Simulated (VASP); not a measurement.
# Hf2ZrSe6 (P-3m1) in VASP: a series of runs

Hf2ZrSe6 is run at these levels: PBE; tasks: single point.

Program: VASP 6.6.1. These are calculated values, not measurements. Logs are shortened: lines on timing, memory, paths and dates and some standing lists are left out, and cuts for length are marked.

## 1. The cell of the first run

The structure is trigonal, space group P-3m1 (No. 164). The conventional cell has a = 3.781 Å, b = 3.781 Å, c = 20.990 Å, α = 90.00°, β = 90.00°, γ = 120.00°. Within 3.6 Å of Zr (site symmetry -3m) lie 6 Se at 2.70 Å. Hf (site symmetry 3m) has 6 Se at 2.69 Å within 3.5 Å. Se (site symmetry 3m) has 3 Hf at 2.69 Å within 3.5 Å. Se (site symmetry 3m) has 3 Hf at 2.69 Å within 3.5 Å. Se (site symmetry 3m) has 3 Zr at 2.70 Å within 3.6 Å.

## 2. Single point, PBE

Contents of INCAR:

```
PREC     = Accurate       # precision mode
ENCUT    = 520            # plane-wave cutoff, eV
EDIFF    = 1E-7           # SCF threshold, eV
ISMEAR   = 0              # smearing method
SIGMA    = 0.1            # smearing width, eV
LREAL    = F              # projectors in reciprocal space
LASPH    = T              # aspherical terms in the spheres
NELM     = 60             # most SCF steps
ALGO     = Normal         # electronic algorithm
ISIF     = 2              # what is computed and relaxed
LWAVE    = F              # write WAVECAR
LCHARG   = F              # write CHGCAR
GGA      = PE             # functional
NBANDS   = 44             # bands
```

Contents of KPOINTS:

```
Automatic mesh
0
Gamma
  6 6 1
```

Contents of POSCAR:

```
Hf2ZrSe6
1.0
    3.7813748000      0.0000000000      0.0000000000
   -1.8906874000      3.2747666000      0.0000000000
    0.0000000000      0.0000000000     20.9900521000
Zr Hf Se
1 2 6
Direct
    0.0000000000      0.0000000000      0.0000000000
    0.0000000000      0.0000000000      0.3320960000
    0.0000000000      0.0000000000      0.6679040000
    0.6666667000      0.3333333000      0.2571820000
    0.6666667000      0.3333333000      0.5929890000
    0.6666667000      0.3333333000      0.9242050000
    0.3333333000      0.6666667000      0.0757950000
    0.3333333000      0.6666667000      0.4070110000
    0.3333333000      0.6666667000      0.7428180000
```

Potentials or basis: VASP PAW PBE potentials, release 64 (Zr_sv, Hf_pv, Se).

Command:

```console
cat potpaw_PBE.64/Zr_sv/POTCAR potpaw_PBE.64/Hf_pv/POTCAR potpaw_PBE.64/Se/POTCAR > POTCAR
mpirun -np 1 vasp_std > vasp.out
```

OUTCAR:

```text
PREC = Accurate
   ENCUT = 520
   EDIFF = 1E-7
   ISMEAR = 0
   LREAL = F
   LASPH = T
   NELM = 60
   ISIF = 2
   GGA = PE

 ion  position               nearest neighbor table
   1  0.000  0.000  0.000-   6 2.70   7 2.70   7 2.70   6 2.70   6 2.70   7 2.70
   2  0.000  0.000  0.332-   4 2.69   4 2.69   4 2.69   8 2.69   8 2.69   8 2.69
   3  0.000  0.000  0.668-   9 2.69   9 2.69   9 2.69   5 2.69   5 2.69   5 2.69
   4  0.667  0.333  0.257-   2 2.69   2 2.69   2 2.69
   5  0.667  0.333  0.593-   3 2.69   3 2.69   3 2.69
   6  0.667  0.333  0.924-   1 2.70   1 2.70   1 2.70
   7  0.333  0.667  0.076-   1 2.70   1 2.70   1 2.70
   8  0.333  0.667  0.407-   2 2.69   2 2.69   2 2.69
   9  0.333  0.667  0.743-   3 2.69   3 2.69   3 2.69

  LATTYP: Found a hexagonal cell.
 ALAT       =     3.7813748000
 C/A-ratio  =     5.5509049513

  Lattice vectors:

 A1 = (   3.7813748000,   0.0000000000,   0.0000000000)
 A2 = (  -1.8906874000,   3.2747666000,   0.0000000000)
 A3 = (   0.0000000000,   0.0000000000,  20.9900521000)

Analysis of symmetry for initial positions (statically):
=====================================================================
 Subroutine PRICEL returns:
 Original cell was already a primitive cell.

 Routine SETGRP: Setting up the symmetry group for a
 hexagonal supercell.

 Subroutine GETGRP returns: Found 12 space group operations
 (whereof 12 operations were pure point group operations)
 out of a pool of 24 trial point group operations.

The static configuration has the point symmetry D_3d.

Analysis of symmetry for dynamics (positions and initial velocities):
=====================================================================
 Subroutine PRICEL returns:
 Original cell was already a primitive cell.

 Routine SETGRP: Setting up the symmetry group for a
 hexagonal supercell.

 Subroutine GETGRP returns: Found 12 space group operations
 (whereof 12 operations were pure point group operations)
 out of a pool of 24 trial point group operations.

The dynamic configuration has the point symmetry D_3d.

 Subroutine INISYM returns: Found 12 space group operations
 (whereof 12 operations are pure point group operations),
 and found     1 'primitive' translations

----------------------------------------------------------------------------------------

                                     Primitive cell

  volume of cell :     259.9223

  direct lattice vectors                    reciprocal lattice vectors
     3.781374800  0.000000000  0.000000000     0.264454082  0.152682637  0.000000000
    -1.890687400  3.274766600  0.000000000     0.000000000  0.305365274  0.000000000
     0.000000000  0.000000000 20.990052100     0.000000000  0.000000000  0.047641616

  length of vectors
     3.781374800  3.781374767 20.990052100     0.305365271  0.305365274  0.047641616

  position of ions in fractional coordinates (direct lattice)
     0.000000000  0.000000000  0.000000000
     0.000000000  0.000000000  0.332096000
     0.000000000  0.000000000  0.667904000
     0.666666700  0.333333300  0.257182000
     0.666666700  0.333333300  0.592989000
     0.666666700  0.333333300  0.924205000
     0.333333300  0.666666700  0.075795000
     0.333333300  0.666666700  0.407011000
     0.333333300  0.666666700  0.742818000

  ion indices of the primitive-cell ions
   primitive index   ion index
                 1           1
                 2           2
                 3           3
                 4           4
                 5           5
                 6           6
                 7           7
                 8           8
                 9           9

----------------------------------------------------------------------------------------

 KPOINTS: Automatic mesh

Automatic generation of k-mesh.
 Grid dimensions read from file:
 generate k-points for:    6    6    1

 Generating k-lattice:

  Cartesian coordinates                     Fractional coordinates (reciprocal lattice)
     0.044075680  0.025447106  0.000000000     0.166666667  0.000000000  0.000000000
     0.000000000  0.050894212  0.000000000     0.000000000  0.166666667  0.000000000
     0.000000000  0.000000000  0.047641616     0.000000000  0.000000000  1.000000000

  Length of vectors
     0.050894212  0.050894212  0.047641616

  Shift w.r.t. Gamma in fractional coordinates (k-lattice)
     0.000000000  0.000000000  0.000000000

 Subroutine IBZKPT returns following result:
 ===========================================

 Found      7 irreducible k-points:

 Following reciprocal coordinates:
            Coordinates               Weight
  0.000000  0.000000  0.000000      1.000000
  0.166667  0.000000  0.000000      6.000000
  0.333333  0.000000  0.000000      6.000000
  0.500000  0.000000  0.000000      3.000000
  0.166667  0.166667  0.000000      6.000000
  0.333333  0.166667  0.000000     12.000000
  0.333333  0.333333  0.000000      2.000000
   k-points           NKPTS =      7   k-points in BZ     NKDIM =      7   number of bands    NBANDS=     44
   number of dos      NEDOS =    301   number of ions     NIONS =      9
   total plane-waves  NPLWV = 125440
   dimension x,y,z NGX =    28 NGY =   28 NGZ =  160
   dimension x,y,z NGXF=    56 NGYF=   56 NGZF=  320
   ions per type =               1   2   6
   NGX,Y,Z   is equivalent  to a cutoff of  12.31, 12.31, 12.67 a.u.
   NGXF,Y,Z  is equivalent  to a cutoff of  24.62, 24.62, 25.34 a.u.
 SYSTEM =  unknown system
   PREC   = accura    normal or accurate (medium, high low for compatibility)
   ISTART =      0    job   : 0-new  1-cont  2-samecut
   ICHARG =      2    charge: 1-file 2-atom 10-const
   ISPIN  =      1    spin polarized calculation?
   LNONCOLLINEAR =      F non collinear calculations
   LSORBIT =      F    spin-orbit coupling
   LASPH  =      T    aspherical Exc in radial PAW
   ENCUT  =  520.0 eV  38.22 Ry    6.18 a.u.   7.03  7.03 39.03*2*pi/ulx,y,z
   NELM   =     60;   NELMIN=  2; NELMDL= -5     # of ELM steps
   EDIFF  = 0.1E-06   stopping-criterion for ELM
   LREAL  =      F    real-space projection
   EDIFFG = 0.1E-05   stopping-criterion for IOM
   NSW    =      0    number of steps for IOM
   IBRION =     -1    ionic relax: 0-MD 1-quasi-New 2-CG
   NFREE  =      0    steps in history (QN), initial steepest desc. (CG)
   ISIF   =      2    stress and relaxation
   ISYM   =      2    0-nonsym 1-usesym 2-fastsym
   POTIM  = 0.5000    time-step for ionic-motion
   TEBEG  =    0.0;   TEEND  =   0.0 temperature during run
   PSTRESS=    0.0 pullay stress
   NELECT =      68.0000    total number of electrons
   NUPDOWN=      -1.0000    fix difference up-down
   EMIN   =  10.00;   EMAX   =-10.00  energy-range for DOS
   EFERMI =   0.00;   METHOD = LEGACY
   ISMEAR =     0;   SIGMA  =   0.10  broadening in eV -4-tet -1-fermi 0-gaus
   EFERMI_NEDOS =   21; number of points for ismear=-14 and -15
   IALGO  =     38    algorithm
   IMIX   =      4    mixing-type and parameters
     AMIX     =   0.40;   BMIX     =  1.00
     AMIX_MAG =   1.60;   BMIX_MAG =  1.00
  volume/ion in A,a.u.               =      28.88       194.89
  Fermi-wavevector in a.u.,A,eV,Ry     =   1.047040  1.978619 14.915968  1.096293
  Thomas-Fermi vector in A             =   2.181903
   LORBIT       =      0    0 simple, 1 ext, 2 COOP (PROOUT), +10 PAW based schemes
   GGA     = PE    functional components
   LHFCALC =     F    Hartree Fock is set to
   AEXX    =    0.0000 exact exchange contribution
   IVDW    =     0    specifies the selected vdW correction
   LEPSILON=     F    determine dielectric tensor
   LRPA    =     F    only Hartree local field effects (RPA)
 non-spin polarized calculation
 Gauss-broadening in eV      SIGMA  =   0.10
  energy-cutoff  :      520.00
  volume of cell :      259.92
 maximum number of plane-waves:      7023
   NGX = 15   NGY = 15   NGZ = 79

 number of electron      68.0000002 magnetization

 Free energy of the ion-electron system (eV)
  ---------------------------------------------------
  ext. energy  EPLUGINS =         0.00000000
  ---------------------------------------------------
  free energy    TOTEN  =       -61.50916525 eV

  energy without entropy =      -61.50906721  energy(sigma->0) =      -61.50911623

 E-fermi :   2.5888     XC(G=0):  -8.7508

 val. band max:        2.3792839603   @ k =   0.0000   0.0000   0.0000
 cond. band min:       2.8026480214   @ k =   0.5000   0.0000   0.0000
 fundamental gap:      0.4233640611
 Fermi energy:         2.5888464512

 k-point     1 :       0.0000    0.0000    0.0000
  band No.  band energies     occupation
      1     -47.1083      2.00000
      2     -28.9703      2.00000
      3     -28.9703      2.00000
      4     -28.9021      2.00000
      5     -28.9021      2.00000
      6     -28.9021      2.00000
[... 36 lines left out ...]
     43       4.3306      0.00000
     44       6.5497      0.00000

 k-point     2 :       0.1667    0.0000    0.0000
  band No.  band energies     occupation
      1     -47.1052      2.00000
      2     -28.9642      2.00000
      3     -28.9642      2.00000
      4     -28.9319      2.00000
      5     -28.9319      2.00000
      6     -28.9089      2.00000
[... 36 lines left out ...]
     43       5.0489      0.00000
     44       5.9940      0.00000

 k-point     3 :       0.3333    0.0000    0.0000
  band No.  band energies     occupation
      1     -47.0990      2.00000
      2     -28.9912      2.00000
      3     -28.9912      2.00000
      4     -28.9516      2.00000
      5     -28.9516      2.00000
      6     -28.9224      2.00000
[... 36 lines left out ...]
     43       5.5796      0.00000
     44       6.5213      0.00000

 k-point     4 :       0.5000    0.0000    0.0000
  band No.  band energies     occupation
      1     -47.0959      2.00000
      2     -29.0203      2.00000
      3     -29.0203      2.00000
      4     -28.9454      2.00000
      5     -28.9454      2.00000
      6     -28.9291      2.00000
[... 36 lines left out ...]
     43       5.6468      0.00000
     44       7.1071      0.00000

 k-point     5 :       0.1667    0.1667    0.0000
  band No.  band energies     occupation
      1     -47.1005      2.00000
      2     -28.9706      2.00000
      3     -28.9706      2.00000
      4     -28.9551      2.00000
      5     -28.9551      2.00000
      6     -28.9246      2.00000
[... 36 lines left out ...]
     43       5.6434      0.00000
     44       6.1218      0.00000

 k-point     6 :       0.3333    0.1667    0.0000
  band No.  band energies     occupation
      1     -47.0959      2.00000
      2     -29.0049      2.00000
      3     -29.0049      2.00000
      4     -28.9466      2.00000
      5     -28.9466      2.00000
      6     -28.9436      2.00000
[... 36 lines left out ...]
     43       5.5820      0.00000
     44       6.3657      0.00000

 k-point     7 :       0.3333    0.3333    0.0000
  band No.  band energies     occupation
      1     -47.0943      2.00000
      2     -28.9838      2.00000
      3     -28.9838      2.00000
      4     -28.9838      2.00000
      5     -28.9838      2.00000
      6     -28.9426      2.00000
[... 36 lines left out ...]
     43       5.2573      0.00000
     44       6.7128      0.00000

------------------------ aborting loop because EDIFF is reached ----------------------------------------

  FORCE on cell =-STRESS in cart. coord.  units (eV):
  Direction    XX          YY          ZZ          XY          YZ          ZX
  --------------------------------------------------------------------------------------
  -------------------------------------------------------------------------------------
  Total        0.0385361      0.0385361     -0.3861214     -0.0000000      0.0000000     -0.0000000
  in kB        0.2375389      0.2375388     -2.3800761     -0.0000000      0.0000000     -0.0000000
  external PRESSURE =      -0.6349995 kB  Pullay stress =       0.0000000 kB

 VOLUME and BASIS-vectors are now :
 -----------------------------------------------------------------------------
  energy-cutoff  :      520.00
  volume of cell :      259.92
      direct lattice vectors                 reciprocal lattice vectors
     3.781374800  0.000000000  0.000000000     0.264454082  0.152682637  0.000000000
    -1.890687400  3.274766600  0.000000000     0.000000000  0.305365274  0.000000000
     0.000000000  0.000000000 20.990052100     0.000000000  0.000000000  0.047641616

 POSITION                                       TOTAL-FORCE (eV/Angst)
 -----------------------------------------------------------------------------------
      0.00000      0.00000      0.00000         0.000000      0.000000      0.000000
      0.00000      0.00000      6.97071         0.000000     -0.000000      0.000447
      0.00000      0.00000     14.01934         0.000000      0.000000     -0.000447
      1.89069      1.09159      5.39826        -0.000000     -0.000000      0.060936
      1.89069      1.09159     12.44687        -0.000000      0.000000      0.060923
      1.89069      1.09159     19.39911        -0.000000      0.000000      0.001281
     -0.00000      2.18318      1.59094         0.000000     -0.000000     -0.001281
     -0.00000      2.18318      8.54318        -0.000000     -0.000000     -0.060923
     -0.00000      2.18318     15.59179         0.000000      0.000000     -0.060936
 -----------------------------------------------------------------------------------
    total drift:                                0.000000     -0.000000      0.000000

  FREE ENERGIE OF THE ION-ELECTRON SYSTEM (eV)
  ---------------------------------------------------
  free  energy   TOTEN  =       -61.5091652460 eV

  energy  without entropy=      -61.5090672114  energy(sigma->0) =      -61.50911623
```

Run time: 72 s. Hardware: 1 thread of AMD EPYC 9R45 (Zen 5), shared host; peak memory 0.35 GiB.

Results:

```yaml
Free_energy: -61.5092 eV
Pressure: -0.1 GPa
Largest_force: 0.061 eV/Å
Band_gap_on_the_k_mesh: 0.42 eV, indirect (least direct gap 1.10 eV)
```

Forces on the atoms (eV/Å):
```
Zr   0.000  0.000  0.000
Hf   0.000  0.000  0.000
Hf   0.000  0.000  0.000
Se   0.000  0.000  0.061
Se   0.000  0.000  0.061
Se   0.000  0.000  0.001
Se   0.000  0.000 -0.001
Se   0.000  0.000 -0.061
Se   0.000  0.000 -0.061
```

Levels at points of the mesh, in eV from the valence-band top:
```csv
k point,band 31,band 32,band 33,band 34,band 35,band 36,band 37,band 38
"(0.00, 0.00, 0.00)",-0.04,-0.04,0.00,0.00,1.10,1.10,1.45,1.45
"(0.50, 0.00, 0.00)",-1.44,-1.22,-1.18,-1.05,0.42,0.59,0.65,2.59
```

Caveat: spin-orbit coupling is left out, which moves the levels of the heavy elements; this functional lacks dispersion, which binds the layers, so the pressure and a relaxed spacing across them are unreliable.

## 3. Single point, PBE

Contents of INCAR:

```
  PREC = Accurate
  ENCUT = 520
  EDIFF = 1E-6
  ISMEAR = 0
  SIGMA = 0.02
  LREAL = F
  LASPH = T
  NELM = 100
  ALGO = Normal
  ISIF = 2
  LWAVE = F
  LCHARG = F
  GGA = PE
  NBANDS = 44
```

Contents of KPOINTS:

```
regular mesh
0
Gamma
  12 12 2
```

Contents of POSCAR:

```
Hf2ZrSe6
1.0
    3.7813747780      0.0000000000      0.0000000000
   -1.8906873890      3.2747666190      0.0000000000
    0.0000000000      0.0000000000     20.9900521000
Zr Hf Se
1 2 6
Direct
    0.0000000000      0.0000000000      0.0000000000
    0.0000000000      0.0000000000      0.3320960000
    0.0000000000      0.0000000000      0.6679040000
    0.6666666667      0.3333333333      0.2571820000
    0.6666666667      0.3333333333      0.5929890000
    0.6666666667      0.3333333333      0.9242050000
    0.3333333333      0.6666666667      0.0757950000
    0.3333333333      0.6666666667      0.4070110000
    0.3333333333      0.6666666667      0.7428180000
```

Potentials or basis: VASP PAW PBE potentials, release 64 (Zr_sv, Hf_pv, Se).

Command:

```console
cat potpaw_PBE.64/Zr_sv/POTCAR potpaw_PBE.64/Hf_pv/POTCAR potpaw_PBE.64/Se/POTCAR > POTCAR
mpirun -np 1 vasp_std > vasp.out
```

OUTCAR:

```text
PREC = Accurate
   ENCUT = 520
   EDIFF = 1E-6
   ISMEAR = 0
   LREAL = F
   LASPH = T
   NELM = 100
   ISIF = 2
   GGA = PE

 ion  position               nearest neighbor table
   1  0.000  0.000  0.000-   6 2.70   7 2.70   6 2.70   7 2.70   6 2.70   7 2.70
   2  0.000  0.000  0.332-   4 2.69   4 2.69   4 2.69   8 2.69   8 2.69   8 2.69
   3  0.000  0.000  0.668-   9 2.69   9 2.69   9 2.69   5 2.69   5 2.69   5 2.69
   4  0.667  0.333  0.257-   2 2.69   2 2.69   2 2.69
   5  0.667  0.333  0.593-   3 2.69   3 2.69   3 2.69
   6  0.667  0.333  0.924-   1 2.70   1 2.70   1 2.70
   7  0.333  0.667  0.076-   1 2.70   1 2.70   1 2.70
[... 1346 lines left out ...]
  external PRESSURE =      -1.6825494 kB  Pullay stress =       0.0000000 kB

 VOLUME and BASIS-vectors are now :
 -----------------------------------------------------------------------------
  energy-cutoff  :      520.00
  volume of cell :      259.92
      direct lattice vectors                 reciprocal lattice vectors
     3.781374778  0.000000000  0.000000000     0.264454083  0.152682636  0.000000000
    -1.890687389  3.274766619  0.000000000     0.000000000  0.305365272  0.000000000
     0.000000000  0.000000000 20.990052100     0.000000000  0.000000000  0.047641616

 POSITION                                       TOTAL-FORCE (eV/Angst)
 -----------------------------------------------------------------------------------
      0.00000      0.00000      0.00000         0.000000      0.000000     -0.000000
      0.00000      0.00000      6.97071         0.000000      0.000000      0.000498
      0.00000      0.00000     14.01934         0.000000     -0.000000     -0.000498
      1.89069      1.09159      5.39826        -0.000000      0.000000      0.047680
      1.89069      1.09159     12.44687         0.000000      0.000000      0.047579
      1.89069      1.09159     19.39911        -0.000000      0.000000     -0.015148
     -0.00000      2.18318      1.59094         0.000000     -0.000000      0.015148
     -0.00000      2.18318      8.54318        -0.000000      0.000000     -0.047579
     -0.00000      2.18318     15.59179         0.000000     -0.000000     -0.047680
 -----------------------------------------------------------------------------------
    total drift:                               -0.000000      0.000000      0.000000

  FREE ENERGIE OF THE ION-ELECTRON SYSTEM (eV)
  ---------------------------------------------------
  free  energy   TOTEN  =       -61.5684772950 eV

  energy  without entropy=      -61.5684772950  energy(sigma->0) =      -61.56847730
```

Wall time 7.5 min (1 thread of AMD EPYC 7R43 (Zen 3), shared host); peak memory 0.56 GiB.

What came out:

```
Free energy            : -61.5685 eV
Pressure               : -0.2 GPa
Largest force          : 0.048 eV/Å
Band gap on the k mesh : 0.43 eV, indirect (least direct gap 1.11 eV)
```

Forces on the atoms (eV/Å):
```
Zr   0.000  0.000  0.000
Hf   0.000  0.000  0.000
Hf   0.000  0.000  0.000
Se   0.000  0.000  0.048
Se   0.000  0.000  0.048
Se   0.000  0.000 -0.015
Se   0.000  0.000  0.015
Se   0.000  0.000 -0.048
Se   0.000  0.000 -0.048
```

Caveat: spin-orbit coupling is left out, which moves the levels of the heavy elements; this functional lacks dispersion, which binds the layers, so the pressure and a relaxed spacing across them are unreliable. A k mesh can miss the band edges.
